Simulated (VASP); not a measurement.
# InAs (zincblende type) (F-43m) in VASP: a series of runs

Runs on InAs (zincblende type). Level: PBEsol. Tasks: single point.

All numbers are computed with VASP 6.6.1; they aren't measurements. Logs are shortened: lines on timing, memory, paths and dates and some standing lists are left out, and cuts for length are marked.

## Step 1: The cell of the first run

It takes space group F-43m (No. 216, cubic). The conventional cell has a = 4.988 Å, b = 4.988 Å, c = 4.988 Å, α = 90.00°, β = 90.00°, γ = 90.00°. Within 2.9 Å of In (site symmetry -43m) lie 4 As at 2.16 Å. As (site symmetry -43m) has 4 In at 2.16 Å within 2.9 Å.

## Step 2: Single point, PBEsol (volume scaled by 0.55, level accurate)

INCAR

```
SYSTEM = InAs
PREC = Accurate
ENCUT = 520
EDIFF = 1E-7
ISMEAR = -1
SIGMA = 0.08
LREAL = .False.
LASPH = .True.
NELM = 80
ALGO = Normal
ISIF = 2
LWAVE = .False.
LCHARG = .False.
GGA = PS
NBANDS = 16
```

KPOINTS

```
regular mesh
0
Gamma
  11 11 11
  0 0 0
```

POSCAR

```
InAs
1.0
    0.0000000000      2.4938092377      2.4938092377
    2.4938092377      0.0000000000      2.4938092377
    2.4938092377      2.4938092377      0.0000000000
In As
1 1
Direct
    0.0000000000      0.0000000000      0.0000000000
    0.2500000000      0.2500000000      0.2500000000
```

Potentials or basis: VASP PAW PBE potentials, release 64 (In_d, As).

Launch:

```
$ cat potpaw_PBE.64/In_d/POTCAR potpaw_PBE.64/As/POTCAR > POTCAR
$ mpirun -np 1 vasp_std > vasp.out
```

OUTCAR:

```text
SYSTEM = InAs
   PREC = Accurate
   ENCUT = 520
   EDIFF = 1E-7
   ISMEAR = -1
   LREAL = .False.
   LASPH = .True.
   NELM = 80
   ISIF = 2
   GGA = PS

 ion  position               nearest neighbor table
   1  0.000  0.000  0.000-   2 2.16   2 2.16   2 2.16   2 2.16
   2  0.250  0.250  0.250-   1 2.16   1 2.16   1 2.16   1 2.16

  LATTYP: Found a face centered cubic cell.
 ALAT       =     4.9876184754

  Lattice vectors:

 A1 = (   0.0000000000,   2.4938092377,   2.4938092377)
 A2 = (   2.4938092377,   0.0000000000,   2.4938092377)
 A3 = (   2.4938092377,   2.4938092377,   0.0000000000)

Analysis of symmetry for initial positions (statically):
=====================================================================
 Subroutine PRICEL returns:
 Original cell was already a primitive cell.

 Routine SETGRP: Setting up the symmetry group for a
 face centered cubic supercell.

 Subroutine GETGRP returns: Found 24 space group operations
 (whereof 24 operations were pure point group operations)
 out of a pool of 48 trial point group operations.

The static configuration has the point symmetry T_d .

Analysis of symmetry for dynamics (positions and initial velocities):
=====================================================================
 Subroutine PRICEL returns:
 Original cell was already a primitive cell.

 Routine SETGRP: Setting up the symmetry group for a
 face centered cubic supercell.

 Subroutine GETGRP returns: Found 24 space group operations
 (whereof 24 operations were pure point group operations)
 out of a pool of 48 trial point group operations.

The dynamic configuration has the point symmetry T_d .

 Subroutine INISYM returns: Found 24 space group operations
 (whereof 24 operations are pure point group operations),
 and found     1 'primitive' translations

----------------------------------------------------------------------------------------

                                     Primitive cell

  volume of cell :      31.0184

  direct lattice vectors                    reciprocal lattice vectors
     0.000000000  2.493809238  2.493809238    -0.200496490  0.200496490  0.200496490
     2.493809238  0.000000000  2.493809238     0.200496490 -0.200496490  0.200496490
     2.493809238  2.493809238  0.000000000     0.200496490  0.200496490 -0.200496490

  length of vectors
     3.526778846  3.526778846  3.526778846     0.347270108  0.347270108  0.347270108

  position of ions in fractional coordinates (direct lattice)
     0.000000000  0.000000000  0.000000000
     0.250000000  0.250000000  0.250000000

  ion indices of the primitive-cell ions
   primitive index   ion index
                 1           1
                 2           2

----------------------------------------------------------------------------------------

 KPOINTS: regular mesh

Automatic generation of k-mesh.
 Grid dimensions read from file:
 generate k-points for:   11   11   11

 Generating k-lattice:

  Cartesian coordinates                     Fractional coordinates (reciprocal lattice)
    -0.018226954  0.018226954  0.018226954     0.090909091  0.000000000  0.000000000
     0.018226954 -0.018226954  0.018226954     0.000000000  0.090909091  0.000000000
     0.018226954  0.018226954 -0.018226954     0.000000000  0.000000000  0.090909091

  Length of vectors
     0.031570010  0.031570010  0.031570010

  Shift w.r.t. Gamma in fractional coordinates (k-lattice)
     0.000000000  0.000000000  0.000000000

 Subroutine IBZKPT returns following result:
 ===========================================

 Found     56 irreducible k-points:

 Following reciprocal coordinates:
            Coordinates               Weight
  0.000000  0.000000  0.000000      1.000000
  0.090909  0.000000  0.000000      8.000000
  0.181818  0.000000  0.000000      8.000000
  0.272727  0.000000  0.000000      8.000000
  0.363636  0.000000  0.000000      8.000000
  0.454545  0.000000  0.000000      8.000000
[... 16 lines left out ...]
 -0.272727  0.181818  0.000000     24.000000
 -0.181818  0.181818  0.000000     12.000000
 [... further k-points ...]
   k-points           NKPTS =     56   k-points in BZ     NKDIM =     56   number of bands    NBANDS=     16
   number of dos      NEDOS =    301   number of ions     NIONS =      2
   total plane-waves  NPLWV =  21952
   dimension x,y,z NGX =    28 NGY =   28 NGZ =   28
   dimension x,y,z NGXF=    56 NGYF=   56 NGZF=   56
   ions per type =               1   1
   NGX,Y,Z   is equivalent  to a cutoff of  13.20, 13.20, 13.20 a.u.
   NGXF,Y,Z  is equivalent  to a cutoff of  26.40, 26.40, 26.40 a.u.
 SYSTEM =  InAs
   PREC   = accura    normal or accurate (medium, high low for compatibility)
   ISTART =      0    job   : 0-new  1-cont  2-samecut
   ICHARG =      2    charge: 1-file 2-atom 10-const
   ISPIN  =      1    spin polarized calculation?
   LNONCOLLINEAR =      F non collinear calculations
   LSORBIT =      F    spin-orbit coupling
   LASPH  =      T    aspherical Exc in radial PAW
   ENCUT  =  520.0 eV  38.22 Ry    6.18 a.u.   6.56  6.56  6.56*2*pi/ulx,y,z
   NELM   =     80;   NELMIN=  2; NELMDL= -5     # of ELM steps
   EDIFF  = 0.1E-06   stopping-criterion for ELM
   LREAL  =      F    real-space projection
   EDIFFG = 0.1E-05   stopping-criterion for IOM
   NSW    =      0    number of steps for IOM
   IBRION =     -1    ionic relax: 0-MD 1-quasi-New 2-CG
   NFREE  =      0    steps in history (QN), initial steepest desc. (CG)
   ISIF   =      2    stress and relaxation
   ISYM   =      2    0-nonsym 1-usesym 2-fastsym
   POTIM  = 0.5000    time-step for ionic-motion
   TEBEG  =    0.0;   TEEND  =   0.0 temperature during run
   PSTRESS=    0.0 pullay stress
   NELECT =      18.0000    total number of electrons
   NUPDOWN=      -1.0000    fix difference up-down
   EMIN   =  10.00;   EMAX   =-10.00  energy-range for DOS
   EFERMI =   0.00;   METHOD = LEGACY
   ISMEAR =    -1;   SIGMA  =   0.08  broadening in eV -4-tet -1-fermi 0-gaus
   EFERMI_NEDOS =   21; number of points for ismear=-14 and -15
   IALGO  =     38    algorithm
   IMIX   =      4    mixing-type and parameters
     AMIX     =   0.40;   BMIX     =  1.00
     AMIX_MAG =   1.60;   BMIX_MAG =  1.00
  volume/ion in A,a.u.               =      15.51       104.66
  Fermi-wavevector in a.u.,A,eV,Ry     =   1.365502  2.580425 25.369376  1.864597
  Thomas-Fermi vector in A             =   2.491725
   LORBIT       =      0    0 simple, 1 ext, 2 COOP (PROOUT), +10 PAW based schemes
   GGA     = PS    functional components
   LHFCALC =     F    Hartree Fock is set to
   AEXX    =    0.0000 exact exchange contribution
   IVDW    =     0    specifies the selected vdW correction
   LEPSILON=     F    determine dielectric tensor
   LRPA    =     F    only Hartree local field effects (RPA)
 non-spin polarized calculation
  energy-cutoff  :      520.00
  volume of cell :       31.02
 maximum number of plane-waves:       869
   NGX = 13   NGY = 13   NGZ = 13

 number of electron      18.0000002 magnetization

 Free energy of the ion-electron system (eV)
  ---------------------------------------------------
  ext. energy  EPLUGINS =         0.00000000
  ---------------------------------------------------
  free energy    TOTEN  =        -2.43417722 eV

  energy without entropy =       -2.43244293  energy(sigma->0) =       -2.43331008

 E-fermi :  12.7813     XC(G=0): -12.0674

 val. band max:       12.5642181394   @ k =  -0.0909   0.0909   0.0000
 cond. band min:      12.7859831060   @ k =   0.4545   0.4545   0.0000
 fundamental gap:      0.2217649666
 Fermi energy:        12.7812938554

 k-point     1 :       0.0000    0.0000    0.0000
  band No.  band energies     occupation
      1      -4.8654      2.00000
      2      -4.6524      2.00000
      3      -4.6524      2.00000
      4      -4.6524      2.00000
      5      -4.0177      2.00000
      6      -4.0177      2.00000
[... 8 lines left out ...]
     15      23.3072      0.00000
     16      23.3072      0.00000

 k-point     2 :       0.0909    0.0000    0.0000
  band No.  band energies     occupation
      1      -5.0025      2.00000
      2      -4.6339      2.00000
      3      -4.6339      2.00000
      4      -4.3725      2.00000
      5      -4.0204      2.00000
      6      -4.0204      2.00000
[... 8 lines left out ...]
     15      22.2047      0.00000
     16      22.3263      0.00000

 k-point     3 :       0.1818    0.0000    0.0000
  band No.  band energies     occupation
      1      -5.1504      2.00000
      2      -4.5878      2.00000
      3      -4.5878      2.00000
      4      -4.0230      2.00000
      5      -4.0230      2.00000
      6      -3.7922      2.00000
[... 8 lines left out ...]
     15      21.5168      0.00000
     16      21.9387      0.00000

 k-point     4 :       0.2727    0.0000    0.0000
  band No.  band energies     occupation
      1      -5.2729      2.00000
      2      -4.5374      2.00000
      3      -4.5374      2.00000
      4      -4.0145      2.00000
      5      -4.0145      2.00000
      6      -2.9428      2.00000
[... 8 lines left out ...]
     15      21.9162      0.00000
     16      22.1134      0.00000

 k-point     5 :       0.3636    0.0000    0.0000
  band No.  band energies     occupation
      1      -5.3659      2.00000
      2      -4.5039      2.00000
      3      -4.5039      2.00000
      4      -3.9913      2.00000
      5      -3.9913      2.00000
      6      -1.8532      2.00000
[... 8 lines left out ...]
     15      23.2384      0.00000
     16      23.3724      0.00000

 k-point     6 :       0.4545    0.0000    0.0000
  band No.  band energies     occupation
      1      -5.4169      2.00000
      2      -4.4905      2.00000
      3      -4.4905      2.00000
      4      -3.9698      2.00000
      5      -3.9698      2.00000
      6      -0.7517      2.00000
[... 8 lines left out ...]
     15      24.7840      0.00000
     16      24.8998      0.00000
[... 267 lines left out ...]
 k-point    21 :      -0.4545    0.1818    0.0000
  band No.  band energies     occupation
      1      -5.4045      2.00000
      2      -4.4596      2.00000
      3      -4.3890      2.00000
      4      -4.0660      2.00000
      5      -3.9719      2.00000
      6      -0.1157      2.00000
[... 8 lines left out ...]
     15      24.6555      0.00000
     16      25.3451      0.00000

 k-point    22 :      -0.3636    0.1818    0.0000
  band No.  band energies     occupation
      1      -5.3871      2.00000
      2      -4.4655      2.00000
      3      -4.4069      2.00000
      4      -4.0333      2.00000
      5      -4.0145      2.00000
      6      -0.6088      2.00000
[... 8 lines left out ...]
     15      23.5202      0.00000
     16      24.9300      0.00000

 k-point    23 :      -0.2727    0.1818    0.0000
  band No.  band energies     occupation
      1      -5.3406      2.00000
      2      -4.4763      2.00000
      3      -4.4475      2.00000
      4      -4.0522      2.00000
      5      -4.0243      2.00000
      6      -1.7009      2.00000
[... 8 lines left out ...]
     15      24.2275      0.00000
     16      26.2867      0.00000

 k-point    24 :      -0.1818    0.1818    0.0000
  band No.  band energies     occupation
      1      -5.2773      2.00000
      2      -4.5076      2.00000
      3      -4.5016      2.00000
      4      -4.0621      2.00000
      5      -4.0253      2.00000
      6      -2.6690      2.00000
[... 8 lines left out ...]
     15      24.4895      0.00000
     16      25.1606      0.00000

 [... further k-points ...]
[... 5 lines left out ...]
  --------------------------------------------------------------------------------------
  -------------------------------------------------------------------------------------
  Total       25.5459261     25.5459261     25.5459261      0.0000000      0.0000000     -0.0000000
  in kB     1319.5095893   1319.5095893   1319.5095893      0.0000000      0.0000000     -0.0000000
  external PRESSURE =    1319.5095893 kB  Pullay stress =       0.0000000 kB

 VOLUME and BASIS-vectors are now :
 -----------------------------------------------------------------------------
  energy-cutoff  :      520.00
  volume of cell :       31.02
      direct lattice vectors                 reciprocal lattice vectors
     0.000000000  2.493809238  2.493809238    -0.200496490  0.200496490  0.200496490
     2.493809238  0.000000000  2.493809238     0.200496490 -0.200496490  0.200496490
     2.493809238  2.493809238  0.000000000     0.200496490  0.200496490 -0.200496490

 POSITION                                       TOTAL-FORCE (eV/Angst)
 -----------------------------------------------------------------------------------
      0.00000      0.00000      0.00000         0.000000      0.000000      0.000000
      1.24690      1.24690      1.24690        -0.000000     -0.000000     -0.000000
 -----------------------------------------------------------------------------------
    total drift:                               -0.000001     -0.000001     -0.000001

  FREE ENERGIE OF THE ION-ELECTRON SYSTEM (eV)
  ---------------------------------------------------
  free  energy   TOTEN  =        -2.4341772194 eV

  energy  without entropy=       -2.4324429318  energy(sigma->0) =       -2.43331008
```

Wall time 15 s (1 thread of Intel Xeon 6975P-C (Granite Rapids), shared host); peak memory 0.17 GiB.

What came out:

* Free energy: -2.4342 eV
* Pressure: 132.0 GPa
* Band gap on the k mesh: zero (band 9 reaches 12.84 eV, above the bottom of band 10 at 12.79 eV)

Levels at points of the mesh, in eV from the Fermi level:
| k point | band 7 | band 8 | band 9 | band 10 | band 11 | band 12 |
| --- | --- | --- | --- | --- | --- | --- |
| (0.00, 0.00, 0.00) | 0.06 | 0.06 | 0.06 | 2.07 | 3.52 | 3.52 |

Caveat: the PAW data sets were made with another functional, which shifts forces and pressure a little; spin-orbit coupling is left out, which moves the levels of the heavy elements.

## Step 3: Single point, PBEsol (volume scaled by 0.64)

INCAR

```
SYSTEM = InAs
PREC = Accurate
ENCUT = 520
EDIFF = 1E-6
ISMEAR = -1
SIGMA = 0.08
LREAL = .False.
LASPH = .True.
NELM = 60
ALGO = Normal
ISIF = 2
LWAVE = .False.
LCHARG = .True.
GGA = PS
LELF = .True.
LVHAR = .True.
NBANDS = 16
```

KPOINTS is that of step 2.

POSCAR

```
InAs
1.0
    0.0000000000      2.6230243617      2.6230243617
    2.6230243617      0.0000000000      2.6230243617
    2.6230243617      2.6230243617      0.0000000000
In As
1 1
Direct
    0.0000000000      0.0000000000      0.0000000000
    0.2500000000      0.2500000000      0.2500000000
```

Potentials or basis: VASP PAW PBE potentials, release 64 (In_d, As).

Launch:

```
$ cat potpaw_PBE.64/In_d/POTCAR potpaw_PBE.64/As/POTCAR > POTCAR
$ mpirun -np 1 vasp_std > vasp.out
```

Run time: 14 s. Hardware: 1 thread of Intel Xeon 6975P-C (Granite Rapids), shared host; peak memory 0.17 GiB.

It converged, with:

* Free energy: -5.5347 eV
* Pressure: 70.2 GPa
* Band gap on the k mesh: 0.45 eV, indirect (least direct gap 1.66 eV)

Levels at points of the mesh, in eV from the valence-band top:
```csv
k point,band 5,band 6,band 7,band 8,band 9,band 10,band 11,band 12,band 13,band 14
"(0.00, 0.00, 0.00)",-15.76,-15.74,0.00,0.00,0.00,1.66,3.71,3.71,3.71,8.91
```

Caveat: the PAW data sets were made with another functional, which shifts forces and pressure a little; spin-orbit coupling is left out, which moves the levels of the heavy elements. A k mesh can miss the band edges.

## Step 4: Single point, PBEsol (volume scaled by 0.72)

INCAR

```
SYSTEM = InAs
PREC = Accurate ; ENCUT = 520
EDIFF = 1E-6 ; ISMEAR = -1
SIGMA = 0.08 ; LREAL = .FALSE.
LASPH = .TRUE. ; NELM = 80
ALGO = Normal ; ISIF = 2
LWAVE = .FALSE. ; LCHARG = .FALSE.
GGA = PS ; NBANDS = 16
```

KPOINTS

```
regular mesh
0
G
  11 11 11
  0 0 0
```

POSCAR

```
InAs
1.0
    0.0000000000      2.7280552711      2.7280552711
    2.7280552711      0.0000000000      2.7280552711
    2.7280552711      2.7280552711      0.0000000000
In As
1 1
Direct
    0.0000000000      0.0000000000      0.0000000000
    0.2500000000      0.2500000000      0.2500000000
```

Launch:

```
$ cat potpaw_PBE.64/In_d/POTCAR potpaw_PBE.64/As/POTCAR > POTCAR
$ mpirun -np 1 vasp_std > vasp.out
```

It took 16 s on 1 thread of Intel Xeon 6975P-C (Granite Rapids), shared host; peak memory 0.19 GiB.

Results (log left out):

```
Free energy            : -7.0450 eV
Pressure               : 39.6 GPa
Band gap on the k mesh : 0.79 eV, indirect (least direct gap 1.22 eV)
```

Levels at points of the mesh, in eV from the valence-band top:
```csv
k point,band 6,band 7,band 8,band 9,band 10,band 11,band 12,band 13
"(0.00, 0.00, 0.00)",-14.44,0.00,0.00,0.00,1.22,3.82,3.82,3.82
```

Caveat: the PAW data sets were made with another functional, which shifts forces and pressure a little; spin-orbit coupling is left out, which moves the levels of the heavy elements.

## Step 5: Summary

| cell | gap on the mesh (eV) | pressure (GPa) |
| --- | --- | --- |
| a = 3.527 Å, angles 60.0°, 2 atoms | none | 132.0 |
| a = 3.710 Å, angles 60.0°, 2 atoms | 0.45 | 70.2 |
| a = 3.858 Å, angles 60.0°, 2 atoms | 0.79 | 39.6 |

Alike in all rows: task single point; level PBEsol; potentials or basis VASP PAW PBE potentials, release 64 (In_d, As); no spin polarisation; k mesh 11 × 11 × 11; cutoff (eV) 520; smearing fermi-dirac 0.08 eV.

Caveats: the PAW data sets were made with another functional, which shifts forces and pressure a little; spin-orbit coupling is left out, which moves the levels of the heavy elements.

Total energies depend on the potentials used, so only differences within one code and one set of settings carry meaning.
